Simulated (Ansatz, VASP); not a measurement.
## HfHF3: VASP beside Ansatz

```xyz
5
Lattice="4.2701 0.0000 0.0000 0.0000 4.2701 0.0000 0.0000 0.0000 3.3354" Properties=species:S:1:pos:R:3 pbc="T T T"
Hf    0.0000    0.0000   -0.9129
H     2.1350    2.1350    1.5203
F     0.0000    2.1350    2.3607
F     2.1350    0.0000    2.3607
F     2.1350    2.1350    0.5835
```

Change from the starting cell: species swapped into the PrBPt3 type (P4mm, No. 99).

Alike in both runs: functional PBE; k mesh 6 × 6 × 4; occupations gaussian, width 0.1 eV; no spin polarisation.

Ansatz relaxed the structure, and its values are those at the end. VASP's run is a single point on that final structure, the one shown.

```csv
,VASP,Ansatz
version,VASP 6.6.1,Ansatz 0.2.0
potentials or method,"VASP PAW PBE potentials, release 64 (Hf_pv, H, F), cutoff 520 eV","scalar-relativistic, plane waves, PAW"
valence electrons in the cell,32,48
```

```tsv
	VASP	Ansatz	Ansatz less VASP
gap on the k mesh at the Fermi level (eV)	none	none	-
pressure (GPa)	-1.2	0.1	+1.31
rms of the force components (eV/Å)	0.110	0.001	-0.1095
```

A gap of «none» marks a metal or a gap that the smearing closes. VASP's potentials hold 32 valence electrons a cell and Ansatz's 48, so a difference there can come from the potentials and not from the codes.

The k mesh is coarse, so the values compare programs but aren't converged. Neither program's run includes spin-orbit coupling.
